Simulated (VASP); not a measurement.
Runs of VASP 6.6.1 on Ir. The structure is that of space group P6_3/mmc (No. 194), or close to it. The cells are those of the table. This isn't the form of Ir at room conditions, which is fcc.

```tsv
task	cell	k mesh	gap on the mesh (eV)	pressure (GPa)
single point	a = 2.869, b = 2.869, c = 4.647 Å, angles 90.0, 90.0, 120.0°, 2 atoms	15 × 15 × 8	none	-18.5
single point	a = 2.796, b = 2.796, c = 4.530 Å, angles 90.0, 90.0, 120.0°, 2 atoms	13 × 13 × 7	none	(a)
single point	a = 2.680, b = 2.680, c = 4.341 Å, angles 90.0, 90.0, 120.0°, 2 atoms	15 × 15 × 8	none	51.1
single point	a = 2.759, b = 2.759, c = 4.468 Å, angles 90.0, 90.0, 120.0°, 2 atoms	15 × 15 × 8	none	12.8
relaxation of cell and atoms	relaxed from a = 2.715, b = 2.715, c = 4.433 Å, angles 90.0, 90.0, 120.0°, 2 atoms	13 × 13 × 7	none	0.0
```

Alike in all rows: level BLYP; potentials or basis VASP PAW PBE potentials, release 64 (Ir_sv_GW); no spin polarisation; cutoff (eV) 560; smearing fermi-dirac 0.1 eV.

**Question.** Estimate the missing entries.

**Answer.** (a) -0.2.

Caveats: the PAW data sets were made with another functional, which shifts forces and pressure a little; spin-orbit coupling is left out, which moves the levels of the heavy elements; the cell stands under pressure (at least some runs); the cell stands under tension (at least some runs).

A k mesh can miss the band edges, and the runs leave out spin-orbit coupling on Ir.

A gap of «none» marks levels without a gap at the run's occupations.
